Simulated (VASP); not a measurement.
Gd6N, 7 atoms in the cell. The typed cell holds 7 atoms: a = 6.573 Å, b = 6.573 Å, c = 6.573 Å, α = 60.00°, β = 60.00°, γ = 60.00°. The cell was built from a structure type or drawn by symmetry, and may not be a known phase.

| Quantity | Value |
| --- | --- |
| Program | VASP 6.6.1 |
| Task | single point |
| Functional | PBE |
| Potentials or basis | VASP PAW PBE potentials, release 64 (Gd, N) |
| Cutoff | 520 eV |
| k mesh | 3 × 3 × 3 |
| Occupations | gaussian, width 0.2 eV |
| Spin | collinear spin, ferromagnetic start |
| Starting moments | [7.0, 7.0, 7.0, 7.0, 7.0, 7.0, 0.0] μB |
| Dipole correction | no |
| Further INCAR settings | ALGO = Normal; EDIFF = 1e-06; NBANDS = 70 |

Potentials or basis: VASP PAW PBE potentials, release 64 (Gd, N).

The run is started by

```bash
$ cat potpaw_PBE.64/Gd/POTCAR potpaw_PBE.64/N/POTCAR > POTCAR
$ mpirun -np 1 vasp_std > vasp.out
```

Hardware: 1 thread of Intel(R) Xeon(R) Platinum 8488C (Sapphire Rapids) (shared host).

Q: How long does it take, and how much memory?

A: Wall time 15 min on 1 thread of Intel(R) Xeon(R) Platinum 8488C (Sapphire Rapids), with other jobs on the host, peak memory 0.5 GiB. Counts: scf iterations 69, k points 4.
